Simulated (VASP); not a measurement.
# TiO2 (I4_1/amd) in VASP: further runs, part 2 of 2

VASP 6.6.1.

### 3 Single point, PBE+U

This run uses another cell than the first one, of the same volume but with other edges.

INCAR reads:

```
  PREC = Accurate
  ENCUT = 520
  EDIFF = 1E-6
  ISMEAR = 0
  SIGMA = 0.05
  LREAL = False
  LASPH = True
  NELM = 150
  ALGO = Normal
  ISIF = 2
  LWAVE = False
  LCHARG = False
  LMAXMIX = 4
  LDAU = True
  LDAUTYPE = 2
  LDAUL = 2 -1
  LDAUU = 4 0
  LDAUJ = 0 0
  LDAUPRINT = 1
  GGA = PE
  NBANDS = 33
```

KPOINTS reads:

```
Automatic mesh
0
Gamma
  10 10 10
```

POSCAR reads:

```
TiO2
1.0
   -1.7963769544      1.7963769544      5.5201488824
    1.7963769544     -1.7963769544      5.5201488824
    1.7963769544      1.7963769544     -5.5201488824
Ti O
2 4
Direct
    0.0000000000      0.0000000000      0.0000000000
    0.7500000000      0.2500000000      0.5000000000
    0.2052765759      0.2052765759      0.0000000000
    0.9552765759      0.4552765759      0.5000000000
    0.5447234241      0.0447234241      0.5000000000
    0.7947234241      0.7947234241      0.0000000000
```

Potentials or basis: VASP PAW PBE potentials, release 64 (Ti_sv, O).

On the command line:

```
$ cat potpaw_PBE.64/Ti_sv/POTCAR potpaw_PBE.64/O/POTCAR > POTCAR
$ mpirun -np 1 vasp_std > vasp.out
```

OUTCAR:

```text
PREC = Accurate
   ENCUT = 520
   EDIFF = 1E-6
   ISMEAR = 0
   LREAL = False
   LASPH = True
   NELM = 150
   ISIF = 2
   GGA = PE

 ion  position               nearest neighbor table
   1  0.000  0.000  0.000-   5 1.86   4 1.86   5 1.86   4 1.86   3 2.27   6 2.27
   2  0.750  0.250  0.500-   6 1.86   3 1.86   6 1.86   3 1.86   4 2.27   5 2.27
   3  0.205  0.205  0.000-   2 1.86   2 1.86   1 2.27
   4  0.955  0.455  0.500-   1 1.86   1 1.86   2 2.27
   5  0.545  0.045  0.500-   1 1.86   1 1.86   2 2.27
   6  0.795  0.795  0.000-   2 1.86   2 1.86   1 2.27

  LATTYP: Found a body centered tetragonal cell.
 ALAT       =     3.5927539088
 C/A-ratio  =     3.0729345914

  Lattice vectors:

 A1 = (  -1.7963769544,   1.7963769544,   5.5201488824)
 A2 = (   1.7963769544,  -1.7963769544,   5.5201488824)
 A3 = (   1.7963769544,   1.7963769544,  -5.5201488824)

Analysis of symmetry for initial positions (statically):
=====================================================================
 Subroutine PRICEL returns:
[... 255 lines left out ...]
 cond. band min:       6.3160520715   @ k =   0.0000   0.0000   0.0000
 fundamental gap:      2.9122588480
 Fermi energy:         3.6955835295

 k-point     1 :       0.0000    0.0000    0.0000
  band No.  band energies     occupation
      1     -54.0144      2.00000
      2     -53.9938      2.00000
      3     -30.3733      2.00000
      4     -30.1802      2.00000
      5     -30.1716      2.00000
      6     -30.1716      2.00000
[... 853 lines left out ...]
     32       8.8789      0.00000
     33      10.6398      0.00000

 [... further k-points ...]

------------------------ aborting loop because EDIFF is reached ----------------------------------------

  FORCE on cell =-STRESS in cart. coord.  units (eV):
  Direction    XX          YY          ZZ          XY          YZ          ZX
  --------------------------------------------------------------------------------------
  -------------------------------------------------------------------------------------
  Total       10.3326415     10.3326415     -4.1131782      0.0000000      0.0000000      0.0000000
  in kB      232.3358410    232.3358410    -92.4873589      0.0000000      0.0000000      0.0000000
  external PRESSURE =     124.0614410 kB  Pullay stress =       0.0000000 kB

 VOLUME and BASIS-vectors are now :
 -----------------------------------------------------------------------------
  energy-cutoff  :      520.00
  volume of cell :       71.25
      direct lattice vectors                 reciprocal lattice vectors
    -1.796376954  1.796376954  5.520148882     0.000000000  0.278338017  0.090577267
     1.796376954 -1.796376954  5.520148882     0.278338017  0.000000000  0.090577267
     1.796376954  1.796376954 -5.520148882     0.278338017  0.278338017  0.000000000

 POSITION                                       TOTAL-FORCE (eV/Angst)
 -----------------------------------------------------------------------------------
      0.00000      0.00000      0.00000        -0.000000     -0.000000      0.000000
     -0.00000      1.79638      2.76007        -0.000000     -0.000000      0.000000
      0.00000      0.00000      2.26631        -0.000000      0.000000     -1.415237
      0.00000      1.79638      5.02639         0.000000     -0.000000     -1.415237
      0.00000      1.79638      0.49376         0.000000     -0.000000      1.415237
      0.00000      0.00000      8.77398        -0.000000      0.000000      1.415237
 -----------------------------------------------------------------------------------
    total drift:                                0.000000     -0.000000      0.000000

  FREE ENERGIE OF THE ION-ELECTRON SYSTEM (eV)
  ---------------------------------------------------
  free  energy   TOTEN  =       -47.4813166269 eV

  energy  without entropy=      -47.4813166269  energy(sigma->0) =      -47.48131663
```

OSZICAR:

```text
N       E                     dE             d eps       ncg     rms          rms(c)
DAV:   1     0.669332592124E+03    0.66933E+03   -0.24109E+04  6732   0.168E+03
DAV:   2     0.338862110332E+02   -0.63545E+03   -0.59253E+03  7458   0.506E+02
DAV:   3    -0.619063934163E+02   -0.95793E+02   -0.94422E+02  9537   0.190E+02
DAV:   4    -0.667507929687E+02   -0.48444E+01   -0.48306E+01 10243   0.409E+01
DAV:   5    -0.669187332057E+02   -0.16794E+00   -0.16791E+00  8705   0.600E+00    0.333E+01
DAV:   6    -0.470725900186E+02    0.19846E+02   -0.83536E+01  9485   0.916E+01    0.988E+00
DAV:   7    -0.475681466564E+02   -0.49556E+00   -0.12131E+01  8816   0.250E+01    0.821E+00
DAV:   8    -0.474566526932E+02    0.11149E+00   -0.12490E+00  9590   0.111E+01    0.282E+00
DAV:   9    -0.474869035510E+02   -0.30251E-01   -0.29653E-01  8549   0.377E+00    0.114E+00
DAV:  10    -0.474906001305E+02   -0.36966E-02   -0.82649E-02  8430   0.173E+00    0.978E-01
DAV:  11    -0.474825864118E+02    0.80137E-02   -0.42052E-02  9163   0.242E+00    0.293E-01
DAV:  12    -0.474813093258E+02    0.12771E-02   -0.44244E-03  8926   0.759E-01    0.420E-02
DAV:  13    -0.474813610022E+02   -0.51676E-04   -0.46006E-04  9491   0.204E-01    0.634E-02
DAV:  14    -0.474813146135E+02    0.46389E-04   -0.14528E-04  9393   0.130E-01    0.700E-03
DAV:  15    -0.474813165277E+02   -0.19142E-05   -0.11999E-05  9198   0.219E-02    0.414E-03
DAV:  16    -0.474813166269E+02   -0.99251E-07   -0.78867E-07  4487   0.798E-03
   1 F= -.47481317E+02 E0= -.47481317E+02  d E =-.185792E-18
```

stdout:

```text
POSCAR found type information on POSCAR TiO
 POSCAR found :  2 types and       6 ions
 scaLAPACK will be used
 LDA part: xc-table for (Slater+PW92), standard interpolation
 POSCAR, INCAR and KPOINTS ok, starting setup
 FFT: planning ... GRIDC
 FFT: planning ... GRID_SOFT
 FFT: planning ... GRID
 WAVECAR not read
 entering main loop
```

Wall time 7.3 min (1 thread of Intel Xeon Platinum 8375C at 2.90GHz (Ice Lake), shared host); peak memory 0.44 GiB.

Results:

* Free energy: -47.4813 eV
* Pressure: 12.4 GPa
* Largest force: 1.415 eV/Å
* Band gap on the k mesh: 2.91 eV, indirect (least direct gap 3.09 eV)

Forces in eV/Å, atoms in the order of the input:
```
Ti   0.000  0.000  0.000
Ti   0.000  0.000  0.000
O    0.000  0.000 -1.415
O    0.000  0.000 -1.415
O    0.000  0.000  1.415
O    0.000  0.000  1.415
```

Eigenvalues of the final occupation matrices:
```
    site  spin  trace               eigenvalues
site 1 d     1   0.84  0.12 0.12 0.13 0.17 0.29
site 1 d     2   0.84  0.12 0.12 0.13 0.17 0.29
site 2 d     1   0.84  0.12 0.12 0.13 0.17 0.29
site 2 d     2   0.84  0.12 0.12 0.13 0.17 0.29
```

Caveat: forces of over 1 eV/Å act on the atoms, so gaps and moduli don't describe the material at rest. A k mesh can miss the band edges.

### 4 Single point, PBE+U

This run uses another cell than the first one, of the same volume but with other edges.

INCAR reads:

```
ALGO = Normal
EDIFF = 1E-6
ENCUT = 520
GGA = PE
ISIF = 2
ISMEAR = 0
LASPH = T
LCHARG = F
LDAU = T
LDAUJ = 0 0
LDAUL = 2 -1
LDAUPRINT = 1
LDAUTYPE = 2
LDAUU = 4 0
LMAXMIX = 4
LREAL = F
LWAVE = F
NBANDS = 33
NELM = 150
PREC = Accurate
SIGMA = 0.05
```

KPOINTS reads:

```
k-points
0
Gamma
  10 10 10
```

Edit POSCAR of step 3 so:

```diff
@@ -2,5 +2,5 @@
 1.0
-   -1.7963769544      1.7963769544      5.5201488824
-    1.7963769544     -1.7963769544      5.5201488824
-    1.7963769544      1.7963769544     -5.5201488824
+   -1.9627362691      1.9627362691      4.6240428008
+    1.9627362691     -1.9627362691      4.6240428008
+    1.9627362691      1.9627362691     -4.6240428008
 Ti O
```

On the command line:

```
$ cat potpaw_PBE.64/Ti_sv/POTCAR potpaw_PBE.64/O/POTCAR > POTCAR
$ mpirun -np 1 vasp_std > vasp.out
```

Wall time 5.9 min (1 thread of AMD EPYC 7R13 (Zen 3), shared host); peak memory 0.33 GiB.

It converged, with:

```
Free energy            : -48.2292 eV
Pressure               : 7.4 GPa
Largest force          : 1.460 eV/Å
Band gap on the k mesh : 2.68 eV, indirect (least direct gap 2.95 eV)
```

Forces on the atoms (eV/Å):
```
Ti   0.000  0.000  0.000
Ti   0.000  0.000  0.000
O    0.000  0.000  1.460
O    0.000  0.000  1.460
O    0.000  0.000 -1.460
O    0.000  0.000 -1.460
```

Stress tensor (GPa, compression positive):
```
-0.79  0.00  0.00
 0.00 -0.79  0.00
 0.00  0.00 23.65
```

Levels at points of the mesh, in eV from the valence-band top:
```
           k point  band 20  band 21  band 22  band 23  band 24  band 25  band 26  band 27  band 28  band 29
(0.00, 0.00, 0.00)    -0.52    -0.45    -0.45    -0.37    -0.37     2.68     3.59     4.49     4.49     4.55
(0.50, 0.00, 0.00)    -1.67    -1.65    -0.77    -0.64    -0.45     3.67     4.02     4.03     4.21     4.73
(0.50, 0.50, 0.00)    -2.41    -1.66    -1.66    -0.04    -0.04     3.94     3.94     4.30     4.30     5.16
(0.50, 0.50, 0.50)    -1.21    -1.00    -1.00    -0.10    -0.10     3.12     3.12     4.38     4.38     4.69
```

Eigenvalues of the final occupation matrices:
```
    site  spin  trace               eigenvalues
site 1 d     1   0.80  0.09 0.11 0.11 0.22 0.29
site 1 d     2   0.80  0.09 0.11 0.11 0.22 0.29
site 2 d     1   0.80  0.09 0.11 0.11 0.22 0.29
site 2 d     2   0.80  0.09 0.11 0.11 0.22 0.29
```

Caveat: forces of over 1 eV/Å act on the atoms, so gaps and moduli don't describe the material at rest. A k mesh can miss the band edges.

### 5 Single point, PBE+U

This run uses another cell than the first one, of the same volume but with other edges.

INCAR reads:

```
SYSTEM = TiO2
ALGO = Normal ; EDIFF = 1E-6
ENCUT = 520 ; GGA = PE
ISIF = 2 ; ISMEAR = 0
LASPH = .TRUE. ; LCHARG = .TRUE.
LDAU = .TRUE. ; LDAUJ = 0 0
LDAUL = 2 -1 ; LDAUPRINT = 1
LDAUTYPE = 2 ; LDAUU = 4 0
LELF = .TRUE. ; LMAXMIX = 4
LREAL = .FALSE. ; LVHAR = .TRUE.
LWAVE = .FALSE. ; NBANDS = 33
NELM = 150 ; PREC = Accurate
SIGMA = 0.05
```

KPOINTS reads:

```
k-points
0
G
  10 10 10
  0 0 0
```

Edit POSCAR of step 4 so:

```diff
@@ -2,5 +2,5 @@
 1.0
-   -1.9627362691      1.9627362691      4.6240428008
-    1.9627362691     -1.9627362691      4.6240428008
-    1.9627362691      1.9627362691     -4.6240428008
+   -1.8492416308      1.8492416308      5.2090486937
+    1.8492416308     -1.8492416308      5.2090486937
+    1.8492416308      1.8492416308     -5.2090486937
 Ti O
```

On the command line:

```
$ cat potpaw_PBE.64/Ti_sv/POTCAR potpaw_PBE.64/O/POTCAR > POTCAR
$ mpirun -np 1 vasp_std > vasp.out
```

Wall time 12 min (1 thread of AMD EPYC 7R13 (Zen 3), shared host); peak memory 0.4 GiB.

It converged, with:

* Free energy: -48.1776 eV
* Pressure: 6.2 GPa
* Largest force: 0.798 eV/Å
* Band gap on the k mesh: 2.74 eV, indirect (least direct gap 3.15 eV)

Forces in eV/Å, atoms in the order of the input:
```
Ti   0.000  0.000  0.000
Ti   0.000  0.000  0.000
O    0.000  0.000 -0.798
O    0.000  0.000 -0.798
O    0.000  0.000  0.798
O    0.000  0.000  0.798
```

Stress tensor (GPa, compression positive):
```
13.12  0.00  0.00
 0.00 13.12  0.00
 0.00  0.00 -7.51
```

Levels at points of the mesh, in eV from the valence-band top:
```
           k point  band 20  band 21  band 22  band 23  band 24  band 25  band 26  band 27  band 28  band 29
(0.00, 0.00, 0.00)    -1.16    -1.16    -1.05    -0.46    -0.46     2.74     3.21     4.52     4.55     4.55
(0.50, 0.00, 0.00)    -1.84    -1.79    -1.20    -0.89    -0.85     3.75     3.85     3.87     4.09     4.68
(0.50, 0.50, 0.00)    -2.42    -2.09    -2.09    -0.07    -0.07     3.47     3.47     3.97     3.97     5.37
(0.50, 0.50, 0.50)    -1.48    -1.47    -1.47    -0.25    -0.25     2.97     2.97     4.35     4.35     4.75
```

Eigenvalues of the final occupation matrices:
```
    site  spin  trace               eigenvalues
site 1 d     1   0.81  0.11 0.11 0.12 0.20 0.27
site 1 d     2   0.81  0.11 0.11 0.12 0.20 0.27
site 2 d     1   0.81  0.11 0.11 0.12 0.20 0.27
site 2 d     2   0.81  0.11 0.11 0.12 0.20 0.27
```

 A k mesh can miss the band edges.

### 6 Summary

| cell | gap on the mesh (eV) | pressure (GPa) | largest force (eV/Å) |
| --- | --- | --- | --- |
| a = 5.231 Å, angles 134.7, 134.7, 66.0°, 6 atoms | 2.72 | 15.5 | 3.41 |
| a = 6.077 Å, angles 145.6, 145.6, 49.4°, 6 atoms | 2.91 | 12.4 | 1.42 |
| a = 5.393 Å, angles 137.3, 137.3, 62.0°, 6 atoms | 2.68 | 7.4 | 1.46 |
| a = 5.829 Å, angles 143.0, 143.0, 53.3°, 6 atoms | 2.74 | 6.2 | 0.80 |

Alike in all rows: task single point; level PBE+U; potentials or basis VASP PAW PBE potentials, release 64 (Ti_sv, O); no spin polarisation; Ti d U = 4.0 eV; k mesh 10 × 10 × 10; cutoff (eV) 520; smearing gaussian 0.05 eV.

Caveats: forces of over 1 eV/Å act on the atoms, so gaps and moduli don't describe the material at rest (some runs).

Absolute energies hang on the potentials; compare differences alone.
